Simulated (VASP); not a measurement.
# Y2Si2F (P-3m1) in VASP: further runs, part 2 of 3

VASP 6.6.1. The steps go on from the part before.

### Step 3. Single point, PBE

This run uses another cell than the first one, of 19.77 Å³/atom, 1.030 times its volume.

INCAR

```
SYSTEM = Y2Si2F
ALGO = Normal
EDIFF = 1E-6
ENCUT = 520
GGA = PE
ISIF = 2
ISMEAR = 0
LASPH = .True.
LCHARG = .True.
LELF = .True.
LREAL = .False.
LVHAR = .True.
LWAVE = .False.
NBANDS = 26
NELM = 100
PREC = Accurate
SIGMA = 0.1
```

KPOINTS

```
k-points
0
Gamma
  6 6 4
  0 0 0
```

POSCAR

```
Y2Si2F
1.0
    4.0761146500      0.0000000000      0.0000000000
   -2.0380573200      3.5300188400      0.0000000000
    0.0000000000      0.0000000000      6.8695895300
Y Si F
2 2 1
Direct
    0.3333333300      0.6666666700      0.2599999900
    0.6666666700      0.3333333300      0.7400000100
    0.3333333300      0.6666666700      0.6200000000
    0.6666666700      0.3333333300      0.3800000000
    0.0000000000      0.0000000000      0.0000000000
```

Potentials or basis: VASP PAW PBE potentials, release 64 (Y_sv, Si, F).

On the command line:

```console
$ cat potpaw_PBE.64/Y_sv/POTCAR potpaw_PBE.64/Si/POTCAR potpaw_PBE.64/F/POTCAR > POTCAR
$ mpirun -np 1 vasp_std > vasp.out
```

OUTCAR:

```text
SYSTEM = Y2Si2F
   EDIFF = 1E-6
   ENCUT = 520
   GGA = PE
   ISIF = 2
   ISMEAR = 0
   LASPH = .True.
   LREAL = .False.
   NELM = 100
   PREC = Accurate

 ion  position               nearest neighbor table
   1  0.333  0.667  0.260-   3 2.47   4 2.49   4 2.49   4 2.49   5 2.95   5 2.95   5 2.95   2 4.05
                             2 4.05   2 4.05   2 4.28   2 4.28   2 4.28
   2  0.667  0.333  0.740-   4 2.47   3 2.49   3 2.49   3 2.49   5 2.95   5 2.95   5 2.95   1 4.05
                             1 4.05   1 4.05   1 4.28   1 4.28   1 4.28
   3  0.333  0.667  0.620-   1 2.47   2 2.49   2 2.49   2 2.49   4 2.87   4 2.87   4 2.87
   4  0.667  0.333  0.380-   2 2.47   1 2.49   1 2.49   1 2.49   3 2.87   3 2.87   3 2.87
   5  0.000  0.000  0.000-   1 2.95   2 2.95   2 2.95   1 2.95   2 2.95   1 2.95

  LATTYP: Found a hexagonal cell.
 ALAT       =     4.0761146500
 C/A-ratio  =     1.6853278477

  Lattice vectors:

 A1 = (   4.0761146500,   0.0000000000,   0.0000000000)
 A2 = (  -2.0380573200,   3.5300188400,   0.0000000000)
 A3 = (   0.0000000000,   0.0000000000,   6.8695895300)

Analysis of symmetry for initial positions (statically):
=====================================================================
 Subroutine PRICEL returns:
 Original cell was already a primitive cell.

 Routine SETGRP: Setting up the symmetry group for a
 hexagonal supercell.

 Subroutine GETGRP returns: Found 12 space group operations
 (whereof 12 operations were pure point group operations)
 out of a pool of 24 trial point group operations.

The static configuration has the point symmetry D_3d.

Analysis of symmetry for dynamics (positions and initial velocities):
=====================================================================
 Subroutine PRICEL returns:
 Original cell was already a primitive cell.

 Routine SETGRP: Setting up the symmetry group for a
 hexagonal supercell.

 Subroutine GETGRP returns: Found 12 space group operations
[... 128 lines left out ...]
     AMIX_MAG =   1.60;   BMIX_MAG =  1.00
  volume/ion in A,a.u.               =      19.77       133.41
  Fermi-wavevector in a.u.,A,eV,Ry     =   1.179842  2.229579 18.939692  1.392028
  Thomas-Fermi vector in A             =   2.316146
   LORBIT       =      0    0 simple, 1 ext, 2 COOP (PROOUT), +10 PAW based schemes
   GGA     = PE    functional components
   LHFCALC =     F    Hartree Fock is set to
   AEXX    =    0.0000 exact exchange contribution
   IVDW    =     0    specifies the selected vdW correction
   LEPSILON=     F    determine dielectric tensor
   LRPA    =     F    only Hartree local field effects (RPA)
 non-spin polarized calculation
 Gauss-broadening in eV      SIGMA  =   0.10
  energy-cutoff  :      520.00
  volume of cell :       98.84
 maximum number of plane-waves:      2714
   NGX = 15   NGY = 15   NGZ = 25

 number of electron      37.0000012 magnetization

 Free energy of the ion-electron system (eV)
  ---------------------------------------------------
  ext. energy  EPLUGINS =         0.00000000
  ---------------------------------------------------
  free energy    TOTEN  =       -26.61215157 eV

  energy without entropy =      -26.59076395  energy(sigma->0) =      -26.60145776

 E-fermi :   4.7556     XC(G=0):  -9.8662

 val. band max:        4.7549400968   @ k =   0.0000   0.0000   0.2500
 cond. band min:       4.8129198803   @ k =   0.0000   0.1667   0.2500
 fundamental gap:      0.0579797834
 Fermi energy:         4.7556134631

 k-point     1 :       0.0000    0.0000    0.0000
  band No.  band energies     occupation
      1     -37.4694      2.00000
      2     -37.4540      2.00000
      3     -18.5562      2.00000
      4     -17.7798      2.00000
      5     -17.6783      2.00000
      6     -17.5634      2.00000
[... 685 lines left out ...]
     25       8.1852      0.00000
     26       9.6960      0.00000

------------------------ aborting loop because EDIFF is reached ----------------------------------------

  FORCE on cell =-STRESS in cart. coord.  units (eV):
  Direction    XX          YY          ZZ          XY          YZ          ZX
  --------------------------------------------------------------------------------------
  -------------------------------------------------------------------------------------
  Total       12.1007220     12.1007221     14.2843505      0.0000000      0.0000000     -0.0000000
  in kB      196.1406747    196.1406752    231.5351213      0.0000003      0.0000000     -0.0000000
  external PRESSURE =     207.9388237 kB  Pullay stress =       0.0000000 kB

 VOLUME and BASIS-vectors are now :
 -----------------------------------------------------------------------------
  energy-cutoff  :      520.00
  volume of cell :       98.84
      direct lattice vectors                 reciprocal lattice vectors
     4.076114650  0.000000000  0.000000000     0.245331667  0.141642303  0.000000000
    -2.038057320  3.530018840  0.000000000     0.000000000  0.283284607  0.000000000
     0.000000000  0.000000000  6.869589530     0.000000000  0.000000000  0.145569105

 POSITION                                       TOTAL-FORCE (eV/Angst)
 -----------------------------------------------------------------------------------
     -0.00000      2.35335      1.78609         0.000000     -0.000000     -5.081528
      2.03806      1.17667      5.08350        -0.000000      0.000000      5.081528
     -0.00000      2.35335      4.25915         0.000000     -0.000000     -0.499089
      2.03806      1.17667      2.61044         0.000000      0.000000      0.499089
      0.00000      0.00000      0.00000         0.000000      0.000000     -0.000000
 -----------------------------------------------------------------------------------
    total drift:                                0.000000      0.000000      0.000000

  FREE ENERGIE OF THE ION-ELECTRON SYSTEM (eV)
  ---------------------------------------------------
  free  energy   TOTEN  =       -26.6121515723 eV

  energy  without entropy=      -26.5907639524  energy(sigma->0) =      -26.60145776
```

OSZICAR:

```text
N       E                     dE             d eps       ncg     rms          rms(c)
DAV:   1     0.184128387643E+03    0.18413E+03   -0.17580E+04  1248   0.131E+03
DAV:   2    -0.143060823813E+02   -0.19843E+03   -0.19312E+03  1498   0.305E+02
DAV:   3    -0.287730268764E+02   -0.14467E+02   -0.14265E+02  2156   0.589E+01
DAV:   4    -0.294302694656E+02   -0.65724E+00   -0.65509E+00  1640   0.112E+01
DAV:   5    -0.294457972469E+02   -0.15528E-01   -0.15525E-01  1784   0.164E+00    0.531E+01
DAV:   6    -0.267688913447E+02    0.26769E+01   -0.89963E+00  1298   0.153E+01    0.306E+01
DAV:   7    -0.267121173154E+02    0.56774E-01   -0.41458E+00  1632   0.105E+01    0.836E+00
DAV:   8    -0.266222131755E+02    0.89904E-01   -0.60771E-01  1502   0.464E+00    0.263E+00
DAV:   9    -0.266130227325E+02    0.91904E-02   -0.11749E-01  1406   0.194E+00    0.848E-01
DAV:  10    -0.266121002451E+02    0.92249E-03   -0.10219E-02  1616   0.594E-01    0.240E-01
DAV:  11    -0.266121468894E+02   -0.46644E-04   -0.20455E-03  1764   0.270E-01    0.730E-02
DAV:  12    -0.266121419517E+02    0.49377E-05   -0.15192E-04  1590   0.827E-02    0.500E-02
DAV:  13    -0.266121499810E+02   -0.80293E-05   -0.37680E-05  1436   0.352E-02    0.185E-02
DAV:  14    -0.266121516026E+02   -0.16216E-05   -0.10232E-05  1410   0.181E-02    0.421E-03
DAV:  15    -0.266121515723E+02    0.30322E-07   -0.57968E-07   790   0.477E-03
   1 F= -.26612152E+02 E0= -.26601458E+02  d E =-.213876E-01
```

Wall time 42 s (1 thread of Intel Xeon 6975P-C (Granite Rapids), shared host); peak memory 0.24 GiB.

What came out:

- Free energy: -26.6122 eV
- Pressure: 20.8 GPa
- Largest force: 5.082 eV/Å

Forces in eV/Å, atoms in the order of the input:
```
Y    0.000  0.000 -5.082
Y    0.000  0.000  5.082
Si   0.000  0.000 -0.499
Si   0.000  0.000  0.499
F    0.000  0.000  0.000
```

Caveat: an odd number of electrons without spin polarisation forces a metal; a magnetic or distorted state may lie lower.

### Step 4. Single point, PBE

This run uses another cell than the first one, of 19.28 Å³/atom, 1.005 times its volume.

INCAR

```
  ALGO = Normal
  EDIFF = 1E-7
  ENCUT = 520
  GGA = PE
  ISIF = 2
  ISMEAR = 0
  LASPH = T
  LCHARG = F
  LREAL = F
  LWAVE = F
  NBANDS = 26
  NELM = 100
  PREC = Accurate
  SIGMA = 0.1
```

KPOINTS

```
k-points
0
Gamma
  12 12 6
```

POSCAR

```
Y2Si2F
1.0
    3.7113025169      0.0000000000      0.0000000000
   -1.8556512585      3.2140822608      0.0000000000
    0.0000000000      0.0000000000      8.0826208034
Y Si F
2 2 1
Direct
    0.3333333333      0.6666666667      0.1923144200
    0.6666666667      0.3333333333      0.8076855800
    0.3333333333      0.6666666667      0.5634941965
    0.6666666667      0.3333333333      0.4365058035
    0.0000000000      0.0000000000      0.0000000000
```

Potentials or basis: VASP PAW PBE potentials, release 64 (Y_sv, Si, F).

On the command line:

```console
$ cat potpaw_PBE.64/Y_sv/POTCAR potpaw_PBE.64/Si/POTCAR potpaw_PBE.64/F/POTCAR > POTCAR
$ mpirun -np 1 vasp_std > vasp.out
```

OUTCAR:

```text
EDIFF = 1E-7
   ENCUT = 520
   GGA = PE
   ISIF = 2
   ISMEAR = 0
   LASPH = T
   LREAL = F
   NELM = 100
   PREC = Accurate

 ion  position               nearest neighbor table
   1  0.333  0.667  0.192-   5 2.65   5 2.65   5 2.65   4 2.91   4 2.91   4 2.91   3 3.00   2 3.78
                             2 3.78   2 3.78
   2  0.667  0.333  0.808-   5 2.65   5 2.65   5 2.65   3 2.91   3 2.91   3 2.91   4 3.00   1 3.78
                             1 3.78   1 3.78
   3  0.333  0.667  0.563-   4 2.38   4 2.38   4 2.38   2 2.91   2 2.91   2 2.91   1 3.00
   4  0.667  0.333  0.437-   3 2.38   3 2.38   3 2.38   1 2.91   1 2.91   1 2.91   2 3.00
   5  0.000  0.000  0.000-   1 2.65   2 2.65   2 2.65   1 2.65   2 2.65   1 2.65

  LATTYP: Found a hexagonal cell.
 ALAT       =     3.7113025169
 C/A-ratio  =     2.1778393884

  Lattice vectors:

 A1 = (   3.7113025169,   0.0000000000,   0.0000000000)
 A2 = (  -1.8556512585,   3.2140822608,   0.0000000000)
 A3 = (   0.0000000000,   0.0000000000,   8.0826208034)

Analysis of symmetry for initial positions (statically):
=====================================================================
 Subroutine PRICEL returns:
 Original cell was already a primitive cell.

 Routine SETGRP: Setting up the symmetry group for a
 hexagonal supercell.

 Subroutine GETGRP returns: Found 12 space group operations
 (whereof 12 operations were pure point group operations)
 out of a pool of 24 trial point group operations.

The static configuration has the point symmetry D_3d.

Analysis of symmetry for dynamics (positions and initial velocities):
=====================================================================
 Subroutine PRICEL returns:
 Original cell was already a primitive cell.

 Routine SETGRP: Setting up the symmetry group for a
 hexagonal supercell.

 Subroutine GETGRP returns: Found 12 space group operations
[... 122 lines left out ...]
   EMIN   =  10.00;   EMAX   =-10.00  energy-range for DOS
   EFERMI =   0.00;   METHOD = LEGACY
   ISMEAR =     0;   SIGMA  =   0.10  broadening in eV -4-tet -1-fermi 0-gaus
   EFERMI_NEDOS =   21; number of points for ismear=-14 and -15
   IALGO  =     38    algorithm
   IMIX   =      4    mixing-type and parameters
     AMIX     =   0.40;   BMIX     =  1.00
     AMIX_MAG =   1.60;   BMIX_MAG =  1.00
  volume/ion in A,a.u.               =      19.28       130.13
  Fermi-wavevector in a.u.,A,eV,Ry     =   1.189680  2.248170 19.256855  1.415339
  Thomas-Fermi vector in A             =   2.325782
   LORBIT       =      0    0 simple, 1 ext, 2 COOP (PROOUT), +10 PAW based schemes
   GGA     = PE    functional components
   LHFCALC =     F    Hartree Fock is set to
   AEXX    =    0.0000 exact exchange contribution
   IVDW    =     0    specifies the selected vdW correction
   LEPSILON=     F    determine dielectric tensor
   LRPA    =     F    only Hartree local field effects (RPA)
 non-spin polarized calculation
 Gauss-broadening in eV      SIGMA  =   0.10
  energy-cutoff  :      520.00
  volume of cell :       96.41
 maximum number of plane-waves:      2628
   NGX = 13   NGY = 13   NGZ = 31

 number of electron      36.9999997 magnetization

 Free energy of the ion-electron system (eV)
  ---------------------------------------------------
  ext. energy  EPLUGINS =         0.00000000
  ---------------------------------------------------
  free energy    TOTEN  =       -31.60217696 eV

  energy without entropy =      -31.59293387  energy(sigma->0) =      -31.59755541

 E-fermi :   5.8908     XC(G=0): -10.2333

 val. band max:        5.8790408835   @ k =   0.1667   0.0000   0.1667
 cond. band min:       5.9088113270   @ k =   0.0000   0.0000   0.5000
 fundamental gap:      0.0297704434
 Fermi energy:         5.8908447014

 k-point     1 :       0.0000    0.0000    0.0000
  band No.  band energies     occupation
      1     -37.1941      2.00000
      2     -37.1734      2.00000
      3     -20.3239      2.00000
      4     -17.1834      2.00000
      5     -17.1782      2.00000
      6     -17.0554      2.00000
[... 685 lines left out ...]
     25       8.5212      0.00000
     26       9.1505      0.00000

 [... further k-points ...]
[... 5 lines left out ...]
  --------------------------------------------------------------------------------------
  -------------------------------------------------------------------------------------
  Total       -0.0642026     -0.0642026     -0.0587142      0.0000000      0.0000000     -0.0000000
  in kB       -1.0669098     -1.0669098     -0.9757039      0.0000000      0.0000000     -0.0000000
  external PRESSURE =      -1.0365078 kB  Pullay stress =       0.0000000 kB

 VOLUME and BASIS-vectors are now :
 -----------------------------------------------------------------------------
  energy-cutoff  :      520.00
  volume of cell :       96.41
      direct lattice vectors                 reciprocal lattice vectors
     3.711302517  0.000000000  0.000000000     0.269447181  0.155565402  0.000000000
    -1.855651259  3.214082261  0.000000000     0.000000000  0.311130805  0.000000000
     0.000000000  0.000000000  8.082620803     0.000000000  0.000000000  0.123722246

 POSITION                                       TOTAL-FORCE (eV/Angst)
 -----------------------------------------------------------------------------------
     -0.00000      2.14272      1.55440        -0.000000      0.000000      0.004007
      1.85565      1.07136      6.52822         0.000000     -0.000000     -0.004007
     -0.00000      2.14272      4.55451         0.000000     -0.000000     -0.006492
      1.85565      1.07136      3.52811        -0.000000      0.000000      0.006492
      0.00000      0.00000      0.00000         0.000000      0.000000      0.000000
 -----------------------------------------------------------------------------------
    total drift:                                0.000000     -0.000000      0.000000

  FREE ENERGIE OF THE ION-ELECTRON SYSTEM (eV)
  ---------------------------------------------------
  free  energy   TOTEN  =       -31.6021769592 eV

  energy  without entropy=      -31.5929338692  energy(sigma->0) =      -31.59755541
```

OSZICAR:

```text
N       E                     dE             d eps       ncg     rms          rms(c)
DAV:   1     0.169848518441E+03    0.16985E+03   -0.17321E+04  5200   0.131E+03
DAV:   2    -0.203412739919E+02   -0.19019E+03   -0.18550E+03  6220   0.299E+02
DAV:   3    -0.336920383963E+02   -0.13351E+02   -0.13188E+02  8570   0.583E+01
DAV:   4    -0.342774925055E+02   -0.58545E+00   -0.58452E+00  7424   0.103E+01
DAV:   5    -0.342864560255E+02   -0.89635E-02   -0.89616E-02  7618   0.134E+00    0.304E+01
DAV:   6    -0.316364912186E+02    0.26500E+01   -0.15208E+01  5836   0.141E+01    0.225E+01
DAV:   7    -0.316045170006E+02    0.31974E-01   -0.13651E+00  7216   0.541E+00    0.123E+01
DAV:   8    -0.316107766604E+02   -0.62597E-02   -0.15936E-01  8038   0.203E+00    0.218E+00
DAV:   9    -0.316024138477E+02    0.83628E-02   -0.44561E-02  6508   0.110E+00    0.796E-01
DAV:  10    -0.316021858038E+02    0.22804E-03   -0.50529E-03  6866   0.404E-01    0.249E-01
DAV:  11    -0.316021839547E+02    0.18491E-05   -0.67556E-04  8156   0.138E-01    0.625E-02
DAV:  12    -0.316021773828E+02    0.65719E-05   -0.64147E-05  6842   0.430E-02    0.362E-02
DAV:  13    -0.316021763779E+02    0.10049E-05   -0.10327E-05  6888   0.191E-02    0.181E-02
DAV:  14    -0.316021773441E+02   -0.96622E-06   -0.28321E-06  6500   0.110E-02    0.472E-03
DAV:  15    -0.316021770304E+02    0.31373E-06   -0.36564E-07  5744   0.330E-03    0.185E-03
DAV:  16    -0.316021768532E+02    0.17718E-06   -0.81658E-08  3696   0.196E-03    0.186E-03
DAV:  17    -0.316021769584E+02   -0.10518E-06   -0.17190E-08  3364   0.806E-04    0.386E-04
DAV:  18    -0.316021769592E+02   -0.79672E-09   -0.23904E-09  3266   0.280E-04
   1 F= -.31602177E+02 E0= -.31597555E+02  d E =-.924309E-02
```

Wall time 2.3 min (1 thread of Intel Xeon 6975P-C (Granite Rapids), shared host); peak memory 0.38 GiB.

Results:

| Quantity | Value |
| --- | --- |
| Free energy | -31.6022 eV |
| Pressure | -0.1 GPa |
| Largest force | 0.006 eV/Å |

Forces in eV/Å, atoms in the order of the input:
```
Y    0.000  0.000  0.004
Y    0.000  0.000 -0.004
Si   0.000  0.000 -0.006
Si   0.000  0.000  0.006
F    0.000  0.000  0.000
```

Levels at points of the mesh, in eV from the Fermi level:
```
           k point  band 16  band 17  band 18  band 19  band 20  band 21
(0.00, 0.00, 0.00)    -1.11    -1.11    -0.56     0.37     1.05     1.05
(0.50, 0.00, 0.00)    -2.60    -2.58    -1.28    -0.85     1.26     1.62
(0.00, 0.00, 0.50)    -1.04    -1.04    -0.54     0.02     0.73     0.73
(0.50, 0.00, 0.50)    -2.64    -2.61    -1.39    -0.50     1.25     1.37
```

Caveat: an odd number of electrons without spin polarisation forces a metal; a magnetic or distorted state may lie lower.

(Continued in part 3 of 3.)
